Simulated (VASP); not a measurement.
# LiF (I4/mmm) in VASP: notebook

LiF is run at these levels: PBE; tasks: single point.

All numbers are computed with VASP 6.6.1; they aren't measurements. Logs are shortened: lines on timing, memory, paths and dates and some standing lists are left out, and cuts for length are marked.

### Step 1. The cell of the first run

Symmetry: I4/mmm, No. 139, tetragonal system. Conventional cell: a = 2.848 Å, b = 2.848 Å, c = 4.048 Å, α = 90.00°, β = 90.00°, γ = 90.00°. Within 2.7 Å of Li (site symmetry 4/mmm) lie 6 F at 2.01 to 2.02 Å. F (site symmetry 4/mmm) has 6 Li at 2.01 to 2.02 Å within 2.7 Å.

### Step 2. Single point, PBE (strain +0.0050 x Voigt [0, 1, 0, 0, 0, 0])

Input file INCAR:

```
ALGO = Normal ; EDIFF = 1E-6
ENCUT = 520 ; GGA = PE
ISIF = 2 ; ISMEAR = 0
LASPH = T ; LCHARG = F
LREAL = F ; LWAVE = F
NBANDS = 12 ; NELM = 80
PREC = Accurate ; SIGMA = 0.05
```

Input file KPOINTS:

```
k-points
0
Gamma
  10 10 10
```

Input file POSCAR:

```
LiF
1.0
    0.0000000000      2.0240700000      2.0140000000
    2.0140000000      0.0000000000      2.0140000000
    2.0140000000      2.0240700000      0.0000000000
Li F
1 1
Direct
    0.0000000000      0.0000000000      0.0000000000
    0.5000000000      0.5000000000      0.5000000000
```

Potentials or basis: VASP PAW PBE potentials, release 64 (Li_sv, F).

Run with:

```sh
$ cat potpaw_PBE.64/Li_sv/POTCAR potpaw_PBE.64/F/POTCAR > POTCAR
$ mpirun -np 1 vasp_std > vasp.out
```

OUTCAR:

```text
EDIFF = 1E-6
   ENCUT = 520
   GGA = PE
   ISIF = 2
   ISMEAR = 0
   LASPH = T
   LREAL = F
   NELM = 80
   PREC = Accurate

 ion  position               nearest neighbor table
   1  0.000  0.000  0.000-   2 2.01   2 2.01   2 2.01   2 2.01   2 2.02   2 2.02
   2  0.500  0.500  0.500-   1 2.01   1 2.01   1 2.01   1 2.01   1 2.02   1 2.02

  LATTYP: Found a body centered tetragonal cell.
 ALAT       =     2.8482261146
 C/A-ratio  =     1.4212846302

  Lattice vectors:

 A1 = (   0.0000000000,  -2.0240700000,   2.0140000000)
 A2 = (   0.0000000000,  -2.0240700000,  -2.0140000000)
 A3 = (   2.0140000000,   2.0240700000,   0.0000000000)

Analysis of symmetry for initial positions (statically):
=====================================================================
 Subroutine PRICEL returns:
 Original cell was already a primitive cell.

 Routine SETGRP: Setting up the symmetry group for a
 body centered tetragonal supercell.

 Subroutine GETGRP returns: Found 16 space group operations
 (whereof 16 operations were pure point group operations)
 out of a pool of 16 trial point group operations.

The static configuration has the point symmetry D_4h.

Analysis of symmetry for dynamics (positions and initial velocities):
=====================================================================
 Subroutine PRICEL returns:
 Original cell was already a primitive cell.

 Routine SETGRP: Setting up the symmetry group for a
 body centered tetragonal supercell.

 Subroutine GETGRP returns: Found 16 space group operations
 (whereof 16 operations were pure point group operations)
 out of a pool of 16 trial point group operations.

The dynamic configuration has the point symmetry D_4h.

 Subroutine INISYM returns: Found 16 space group operations
 (whereof 16 operations are pure point group operations),
 and found     1 'primitive' translations

----------------------------------------------------------------------------------------

                                     Primitive cell

  volume of cell :      16.4200

  direct lattice vectors                    reciprocal lattice vectors
     0.000000000  2.024070000  2.014000000    -0.248262165  0.247027030  0.248262165
     2.014000000  0.000000000  2.014000000     0.248262165 -0.247027030  0.248262165
     2.014000000  2.024070000  0.000000000     0.248262165  0.247027030 -0.248262165

  length of vectors
     2.855355558  2.848226115  2.855355558     0.429290762  0.429290762  0.429290762

  position of ions in fractional coordinates (direct lattice)
     0.000000000  0.000000000  0.000000000
     0.500000000  0.500000000  0.500000000

  ion indices of the primitive-cell ions
   primitive index   ion index
                 1           1
                 2           2

----------------------------------------------------------------------------------------

 KPOINTS: k-points

Automatic generation of k-mesh.
 Grid dimensions read from file:
 generate k-points for:   10   10   10

 Generating k-lattice:

  Cartesian coordinates                     Fractional coordinates (reciprocal lattice)
    -0.024826216  0.024702703  0.024826216     0.100000000  0.000000000 -0.000000000
     0.024826216 -0.024702703  0.024826216     0.000000000  0.100000000  0.000000000
     0.024826216  0.024702703 -0.024826216    -0.000000000  0.000000000  0.100000000

  Length of vectors
     0.042929076  0.042929076  0.042929076

  Shift w.r.t. Gamma in fractional coordinates (k-lattice)
     0.000000000  0.000000000  0.000000000

 Subroutine IBZKPT returns following result:
 ===========================================

 Found    102 irreducible k-points:

 Following reciprocal coordinates:
            Coordinates               Weight
  0.000000  0.000000  0.000000      1.000000
  0.100000  0.000000  0.000000      8.000000
  0.200000  0.000000  0.000000      8.000000
  0.300000  0.000000  0.000000      8.000000
  0.400000  0.000000  0.000000      8.000000
  0.500000  0.000000  0.000000      4.000000
[... 16 lines left out ...]
  0.300000  0.300000  0.000000      4.000000
  0.400000  0.300000  0.000000     16.000000
 [... further k-points ...]
   k-points           NKPTS =    102   k-points in BZ     NKDIM =    102   number of bands    NBANDS=     12
   number of dos      NEDOS =    301   number of ions     NIONS =      2
   total plane-waves  NPLWV =  13824
   dimension x,y,z NGX =    24 NGY =   24 NGZ =   24
   dimension x,y,z NGXF=    48 NGYF=   48 NGZF=   48
   ions per type =               1   1
   NGX,Y,Z   is equivalent  to a cutoff of  13.97, 14.01, 13.97 a.u.
   NGXF,Y,Z  is equivalent  to a cutoff of  27.95, 28.02, 27.95 a.u.
 SYSTEM =  unknown system
   PREC   = accura    normal or accurate (medium, high low for compatibility)
   ISTART =      0    job   : 0-new  1-cont  2-samecut
   ICHARG =      2    charge: 1-file 2-atom 10-const
   ISPIN  =      1    spin polarized calculation?
   LNONCOLLINEAR =      F non collinear calculations
   LSORBIT =      F    spin-orbit coupling
   LASPH  =      T    aspherical Exc in radial PAW
   ENCUT  =  520.0 eV  38.22 Ry    6.18 a.u.   5.31  5.30  5.31*2*pi/ulx,y,z
   NELM   =     80;   NELMIN=  2; NELMDL= -5     # of ELM steps
   EDIFF  = 0.1E-05   stopping-criterion for ELM
   LREAL  =      F    real-space projection
[... 7 lines left out ...]
   TEBEG  =    0.0;   TEEND  =   0.0 temperature during run
   PSTRESS=    0.0 pullay stress
   NELECT =      10.0000    total number of electrons
   NUPDOWN=      -1.0000    fix difference up-down
   EMIN   =  10.00;   EMAX   =-10.00  energy-range for DOS
   EFERMI =   0.00;   METHOD = LEGACY
   ISMEAR =     0;   SIGMA  =   0.05  broadening in eV -4-tet -1-fermi 0-gaus
   EFERMI_NEDOS =   21; number of points for ismear=-14 and -15
   IALGO  =     38    algorithm
   IMIX   =      4    mixing-type and parameters
     AMIX     =   0.40;   BMIX     =  1.00
     AMIX_MAG =   1.60;   BMIX_MAG =  1.00
  volume/ion in A,a.u.               =       8.21        55.40
  Fermi-wavevector in a.u.,A,eV,Ry     =   1.387661  2.622299 26.199416  1.925603
  Thomas-Fermi vector in A             =   2.511861
   LORBIT       =      0    0 simple, 1 ext, 2 COOP (PROOUT), +10 PAW based schemes
   GGA     = PE    functional components
   LHFCALC =     F    Hartree Fock is set to
   AEXX    =    0.0000 exact exchange contribution
   IVDW    =     0    specifies the selected vdW correction
   LEPSILON=     F    determine dielectric tensor
   LRPA    =     F    only Hartree local field effects (RPA)
 non-spin polarized calculation
 Gauss-broadening in eV      SIGMA  =   0.05
  energy-cutoff  :      520.00
  volume of cell :       16.42
 maximum number of plane-waves:       459
 NGX is ok and might be reduce to    24
   NGX = 11   NGY = 11   NGZ = 11

 number of electron      10.0000000 magnetization

 number of electron       9.9999992 magnetization

 Free energy of the ion-electron system (eV)
  ---------------------------------------------------
  ext. energy  EPLUGINS =         0.00000000
  ---------------------------------------------------
  free energy    TOTEN  =        -9.63849161 eV

  energy without entropy =       -9.63849161  energy(sigma->0) =       -9.63849161

 E-fermi :  -0.6654     XC(G=0):  -9.9581

 val. band max:       -1.0409610519   @ k =   0.0000   0.0000   0.0000
 cond. band min:       7.9942107256   @ k =   0.0000   0.0000   0.0000
 fundamental gap:      9.0351717775
 Fermi energy:        -0.6654365091

 k-point     1 :       0.0000    0.0000    0.0000
  band No.  band energies     occupation
      1     -41.9803      2.00000
      2     -21.0098      2.00000
      3      -1.0526      2.00000
      4      -1.0526      2.00000
      5      -1.0410      2.00000
      6       7.9942      0.00000
      7      22.7749      0.00000
      8      22.8901      0.00000
      9      22.8901      0.00000
     10      23.1980      0.00000
     11      23.2405      0.00000
     12      23.2405      0.00000

 k-point     2 :       0.1000    0.0000    0.0000
  band No.  band energies     occupation
      1     -41.9747      2.00000
      2     -20.9704      2.00000
      3      -1.3350      2.00000
      4      -1.0745      2.00000
      5      -1.0684      2.00000
      6       8.2887      0.00000
      7      20.1851      0.00000
      8      21.5671      0.00000
      9      21.6470      0.00000
     10      24.2448      0.00000
     11      24.2776      0.00000
     12      24.3120      0.00000

 k-point     3 :       0.2000    0.0000    0.0000
  band No.  band energies     occupation
      1     -41.9605      2.00000
      2     -20.8675      2.00000
      3      -2.0204      2.00000
      4      -1.1306      2.00000
      5      -1.1292      2.00000
      6       8.9394      0.00000
      7      17.7231      0.00000
      8      20.0760      0.00000
      9      20.1653      0.00000
     10      25.2670      0.00000
     11      25.6036      0.00000
     12      25.6193      0.00000
[... 286 lines left out ...]
 k-point    23 :       0.3000    0.3000    0.0000
  band No.  band energies     occupation
      1     -41.9318      2.00000
      2     -20.5950      2.00000
      3      -2.9358      2.00000
      4      -1.7210      2.00000
      5      -1.6956      2.00000
      6      11.1749      0.00000
      7      16.8374      0.00000
      8      17.9572      0.00000
      9      19.2464      0.00000
     10      19.3194      0.00000
     11      33.3187      0.00000
     12      33.4330      0.00000

 k-point    24 :       0.4000    0.3000    0.0000
  band No.  band energies     occupation
      1     -41.9212      2.00000
      2     -20.4857      2.00000
      3      -3.3485      2.00000
      4      -1.9181      2.00000
      5      -1.8054      2.00000
      6      12.0011      0.00000
      7      15.6922      0.00000
      8      17.4482      0.00000
      9      19.0335      0.00000
     10      20.0985      0.00000
     11      32.7750      0.00000
     12      33.7508      0.00000

 [... further k-points ...]
[... 5 lines left out ...]
  --------------------------------------------------------------------------------------
  -------------------------------------------------------------------------------------
  Total        0.1440406      0.1052813      0.1440406     -0.0000000      0.0000000      0.0000000
  in kB       14.0546840     10.2727658     14.0546840     -0.0000000      0.0000000      0.0000000
  external PRESSURE =      12.7940446 kB  Pullay stress =       0.0000000 kB

 VOLUME and BASIS-vectors are now :
 -----------------------------------------------------------------------------
  energy-cutoff  :      520.00
  volume of cell :       16.42
      direct lattice vectors                 reciprocal lattice vectors
     0.000000000  2.024070000  2.014000000    -0.248262165  0.247027030  0.248262165
     2.014000000  0.000000000  2.014000000     0.248262165 -0.247027030  0.248262165
     2.014000000  2.024070000  0.000000000     0.248262165  0.247027030 -0.248262165

 POSITION                                       TOTAL-FORCE (eV/Angst)
 -----------------------------------------------------------------------------------
      0.00000      0.00000      0.00000        -0.000000     -0.000000      0.000000
      2.01400      2.02407      2.01400         0.000000      0.000000     -0.000000
 -----------------------------------------------------------------------------------
    total drift:                               -0.000000     -0.000000      0.000000

  FREE ENERGIE OF THE ION-ELECTRON SYSTEM (eV)
  ---------------------------------------------------
  free  energy   TOTEN  =        -9.6384916069 eV

  energy  without entropy=       -9.6384916069  energy(sigma->0) =       -9.63849161
```

Run time: 21 s. Hardware: 1 thread of AMD EPYC 7R13 (Zen 3), shared host; peak memory 0.11 GiB.

What came out:

| Item | Value |
| --- | --- |
| Free energy | -9.6385 eV |
| Band gap on the k mesh | 9.04 eV, direct |

Caveat: the cell differs from its parent crystal (strain +0.0050 x Voigt [0, 1, 0, 0, 0, 0]); the cutoff is under 1.25 times the usual one of these potentials, so pressure, stress and relaxed cells hold a basis-set (Pulay) error.

### Step 3. Single point, PBE (strain +0.0200 x Voigt [0, 1, 0, 0, 0, 0])

Input file INCAR:

```
ALGO = Normal
EDIFF = 1E-6
ENCUT = 520
GGA = PE
ISIF = 2
ISMEAR = 0
LASPH = True
LCHARG = False
LREAL = False
LWAVE = False
NBANDS = 12
NELM = 100
PREC = Accurate
SIGMA = 0.05
```

KPOINTS is that of step 2.

Input file POSCAR:

```
LiF
1.0
    0.0000000000      2.0542800000      2.0140000000
    2.0140000000      0.0000000000      2.0140000000
    2.0140000000      2.0542800000      0.0000000000
Li F
1 1
Direct
    0.0000000000      0.0000000000      0.0000000000
    0.5000000000      0.5000000000      0.5000000000
```

Potentials or basis: VASP PAW PBE potentials, release 64 (Li_sv, F).

Run with:

```sh
$ cat potpaw_PBE.64/Li_sv/POTCAR potpaw_PBE.64/F/POTCAR > POTCAR
$ mpirun -np 1 vasp_std > vasp.out
```

Wall time 20 s (1 thread of AMD EPYC 7R13 (Zen 3), shared host); peak memory 0.11 GiB.

It converged, with:

| Item | Value |
| --- | --- |
| Free energy | -9.6396 eV |
| Band gap on the k mesh | 8.88 eV, direct |

Levels at points of the mesh, in eV from the valence-band top:
```csv
k point,band 3,band 4,band 5,band 6,band 7,band 8
"(0.00, 0.00, 0.00)",-0.04,-0.04,0.00,8.88,23.38,23.83
"(0.50, 0.00, 0.00)",-2.49,-0.27,-0.23,10.64,16.48,18.54
"(0.50, 0.50, 0.00)",-2.95,-1.08,-0.96,14.72,16.27,17.20
"(0.50, 0.00, 0.50)",-2.96,-0.96,-0.96,14.36,16.53,17.16
```

Caveat: the cell differs from its parent crystal (strain +0.0200 x Voigt [0, 1, 0, 0, 0, 0]); the cutoff is under 1.25 times the usual one of these potentials, so pressure, stress and relaxed cells hold a basis-set (Pulay) error. A k mesh can miss the band edges.
